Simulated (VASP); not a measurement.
Set up this calculation in VASP 6.6.1, as the native input.

```yaml
Task: single point
Functional: PBE
Potentials_or_basis: VASP PAW PBE potentials, release 64 (Ta_pv, N)
Cutoff: 520 eV
k_mesh: 3 × 3 × 2
Occupations: gaussian, width 0.05 eV
Spin: collinear spin
Dipole_correction: no
Further_INCAR_settings: LREAL = Auto; ALGO = Normal; EDIFF = 1e-06; NBANDS = 250
```

The structure of Ta27N26 (a cell with a defect) lies in POSCAR:

```
Ta27N26
1.0
    7.7940000000      4.4998680000      0.0000000000
   -7.7940000000      4.4998680000      0.0000000000
    0.0000000000      0.0000000000      8.7330000000
Ta N
27 26
Direct
    0.3323793037      0.3326843888      0.1660938793
    0.3327150451      0.3339081422      0.4998112480
    0.3323738766      0.3326741528      0.8335214230
    0.6676544488      0.0006321357      0.1658452590
    0.6678191895      0.0001784560      0.4998068740
    0.6676509522      0.0006217279      0.8337631271
   -0.0000730302      0.6684671514      0.1672075440
    0.0002815771      0.6661070482      0.4997975752
   -0.0001234114      0.6684139638      0.8323628949
    0.3317885015      1.0002933404      0.1672716930
    0.3340727004      0.9998942732      0.4998123599
    0.3317550226      1.0002594354      0.8323804166
    0.6674937056      0.6677990901      0.1660847456
    0.6662720911      0.6674653029      0.4997954256
    0.6674807303      0.6677921528      0.8335088752
   -0.0004321345      0.3325677620      0.1658474210
    0.0000115289      0.3323811352      0.4998048838
   -0.0004263666      0.3325640380      0.8337584628
    0.0084159265     -0.0082725473     -0.0001963872
    0.0020304562     -0.0018244701      0.3317508690
    0.0020253984     -0.0018427061      0.6678654528
    0.3308611243      0.6693239977     -0.0001998489
    0.3324878065      0.6676990671      0.3324867895
    0.3324885326      0.6677011777      0.6671176806
    0.6654168996      0.3347308434     -0.0001875470
    0.6660167211      0.3341677946      0.3329432048
    0.6660174454      0.3341611854      0.6666647856
    0.1330062471      0.8671948223      0.3372986348
    0.1330022924      0.8671737320      0.6623098607
    0.4636092238      0.5365493547     -0.0001965584
    0.4635176999      0.5366743265      0.3327273878
    0.4635164298      0.5366662746      0.6668885262
    0.7965218432      0.2036829557     -0.0001943083
    0.7973883622      0.2028241932      0.3330616884
    0.7973886788      0.2028105618      0.6665461501
    0.4013651986      0.1999949871     -0.0001868903
    0.4043514210      0.2030862765      0.3339678700
    0.4043502509      0.2030660434      0.6656679278
    0.7439971640      0.8729297685     -0.0001923279
    0.7395413719      0.8698063158      0.3327413926
    0.7395314589      0.8698028181      0.6668661528
    0.0687090305      0.5373933786     -0.0002016681
    0.0704583383      0.5342507810      0.3332876396
    0.0704661663      0.5342372854      0.6663047010
    0.1272616379      0.2561968224     -0.0001933601
    0.1303801989      0.2606591259      0.3327308675
    0.1303777088      0.2606475755      0.6668775699
    0.4628117150      0.9314703750     -0.0001858463
    0.4659666609      0.9297370689      0.3333017677
    0.4659504147      0.9297350653      0.6663210435
    0.8001319706      0.5987634519     -0.0002065423
    0.7971266933      0.5958392116      0.3339169355
    0.7971036012      0.5958347904      0.6656612163
```

The input as run:

INCAR

```
PREC     = Accurate       # precision mode
ENCUT    = 520            # plane-wave cutoff, eV
EDIFF    = 1E-6           # SCF threshold, eV
ISMEAR   = 0              # smearing method
SIGMA    = 0.05           # smearing width, eV
LREAL    = Auto         
LASPH    = T              # aspherical terms in the spheres
NELM     = 150            # most SCF steps
ALGO     = Normal         # electronic algorithm
ISIF     = 2              # what is computed and relaxed
LWAVE    = F              # write WAVECAR
LCHARG   = F              # write CHGCAR
ISPIN    = 2              # spin polarisation
MAGMOM   = 0 0 0 0 0 0 0.2 0 0.2 0.2 0 0.2 0 0 0 0 0 0 0.2 0 0 0 0 0 0 0 0 0 0 0 0 0 0 0 0 0 0 0 0 0 0 0 0 0 0 0 0 0 0 0 0 0 0 # initial moments
LORBIT   = 11             # projections on sites
LMAXMIX  = 4              # l up to which the mixer works
GGA      = PE             # functional
NBANDS   = 250            # bands
LUSENCCL = F
```

KPOINTS

```
Automatic mesh
0
Gamma
  3 3 2
```

Potentials or basis: VASP PAW PBE potentials, release 64 (Ta_pv, N).

Run with:

```console
$ cat potpaw_PBE.64/Ta_pv/POTCAR potpaw_PBE.64/N/POTCAR > POTCAR
$ mpirun -np 1 vasp_std > vasp.out
```

It gave:

```
Pressure                                              : 4.2 GPa
Largest force                                         : 0.039 eV/Å
Net moment                                            : 0.00 μB per cell
Valence electrons inside the program's atomic spheres : Ta 8.94, 8.93, 8.96, 8.84, 8.97 (each value once); N 3.81, 3.79, 3.80 (each value once)
```

Wall time 13 min on 1 × NVIDIA H100 80GB with 1 thread of AMD EPYC 7R13 Processor (Zen 3), with other jobs on the host, peak memory 2.9 GiB.
